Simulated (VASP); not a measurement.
Input of a VASP 6.6.1 run:

INCAR

```
ALGO     = Normal         # electronic algorithm
EDIFF    = 1E-7           # SCF threshold, eV
EDIFFG   = -0.005         # ionic threshold
ENCUT    = 500            # plane-wave cutoff, eV
GGA      = PE             # functional
GGA_COMPAT= False        
IBRION   = 2              # ionic algorithm
ISIF     = 3              # what is computed and relaxed
ISMEAR   = -1             # smearing method
LASPH    = True           # aspherical terms in the spheres
LCHARG   = False          # write CHGCAR
LREAL    = False          # projectors in reciprocal space
LWAVE    = False          # write WAVECAR
NELM     = 120            # most SCF steps
NELMIN   = 4            
NSW      = 60             # ionic steps
PREC     = Accurate       # precision mode
SIGMA    = 0.08           # smearing width, eV
```

The input KPOINTS:

```
k-points
0
Gamma
  12 12 12
```

The input POSCAR:

```
NbP
1.0
    0.0000000000      2.8219220654      2.8219220654
    2.8219220654      0.0000000000      2.8219220654
    2.8219220654      2.8219220654      0.0000000000
Nb P
1 1
Direct
    0.0000000000      0.0000000000      0.0000000000
    0.2500000000      0.2500000000      0.2500000000
```

Potentials or basis: VASP PAW PBE potentials, release 64 (Nb_sv, P).

Command:

```console
$ cat potpaw_PBE.64/Nb_sv/POTCAR potpaw_PBE.64/P/POTCAR > POTCAR
$ mpirun -np 1 vasp_std > vasp.out
```

**Question.** Predict the band gap on the k mesh.

**Answer.** Zero (band 9 reaches 7.50 eV, above the bottom of band 10 at 6.89 eV).

**Question.** Predict the space group after relaxing (to 0.05 Å).

**Answer.** F-43m (No. 216).

**Question.** What does it give for the relaxed volume?

**Answer.** 21.75 Å³/atom.

Final structure:
```
Nb P
1.0
     0.00000    2.79156    2.79156
     2.79156    0.00000    2.79156
     2.79156    2.79156    0.00000
Nb P
1 1
Direct
  0.00000 0.00000 0.00000
  0.25000 0.25000 0.25000
```
